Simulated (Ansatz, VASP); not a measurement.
# Two plane-wave programs on GdO

```
CELL_PARAMETERS angstrom
0.00000 2.71614 2.71614
2.71614 0.00000 2.71614
2.71614 2.71614 0.00000
ATOMIC_POSITIONS crystal
Gd 0.00000 0.00000 0.00000
O 0.25000 0.25000 0.25000
```

Alike in both runs: task single point; functional PBE; k mesh 8 × 8 × 8; occupations gaussian, width 0.05 eV; collinear spin; Hubbard terms Gd f U = 6.0 eV.

```csv
,VASP,Ansatz
version,VASP 6.6.1,Ansatz 0.2.0
potentials or method,"VASP PAW PBE potentials, release 64 (Gd, O), cutoff 520 eV","scalar-relativistic, plane waves, PAW"
valence electrons in the cell,24,24
```

Ansatz gave:

- gap on the k mesh at the Fermi level (eV): none
- pressure (GPa): -1.9
- net moment per atom (μB): 3.97
- size of the moment on the site where the two differ most (μB): 7.02

Q: Estimate VASP's values.

A: gap on the k mesh at the Fermi level (eV): none; pressure (GPa): -1.9; net moment per atom (μB): 3.97; size of the moment on the site where the two differ most (μB): 7.07.

Site moments also hang on the region over which each program counts them. The programs project onto different local orbitals, so the same U acts differently, and such runs can settle in different states. A gap of «none» marks a metal or a gap that the smearing closes. Ansatz's warnings: filled band counts differ across k points, stability check not made.

Spin-orbit coupling is off throughout.
